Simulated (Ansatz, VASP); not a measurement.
## One calculation of Al3GaIr, two programs

```
Al Ga Ir
1.0
     4.76653    0.00000    0.00000
     0.00000    4.76653    0.00000
     0.00000    0.00000    4.76653
Al Ga Ir
3 1 1
Direct
  0.50000 0.00000 0.50000
  0.00000 0.50000 0.50000
  0.50000 0.50000 0.00000
  0.00000 0.00000 0.00000
  0.50000 0.50000 0.50000
```

Change from the starting cell: species swapped into the ZnFe3C type (Pm-3m, No. 221).

Alike in both runs: task relaxation of cell and atoms; functional PBE; k mesh 8 × 8 × 8; occupations gaussian, width 0.1 eV; no spin polarisation.

```csv
,VASP,Ansatz
version,VASP 6.6.1,Ansatz 0.2.0
potentials or method,"VASP PAW PBE potentials, release 64 (Al, Ga_d, Ir), cutoff 600 eV","scalar-relativistic, plane waves, PAW"
valence electrons in the cell,31,39
```

VASP gave:

| Item | Value |
| --- | --- |
| gap on the k mesh at the Fermi level, each at its own relaxed structure (eV) | none |
| relaxed volume (Å³/atom) | 21.70 |
| relaxed length of the cell vector where the two differ most in proportion (Å) | 4.770 |

**Question.** What did Ansatz give for the same quantities?

**Answer.** gap on the k mesh at the Fermi level, each at its own relaxed structure (eV): none; relaxed volume (Å³/atom): 21.69; relaxed length of the cell vector where the two differ most in proportion (Å): 4.769.

A gap of «none» marks a metal or a gap that the smearing closes. VASP's potentials hold 31 valence electrons a cell and Ansatz's 39, so a difference there can come from the potentials and not from the codes.

Spin-orbit coupling is off throughout.
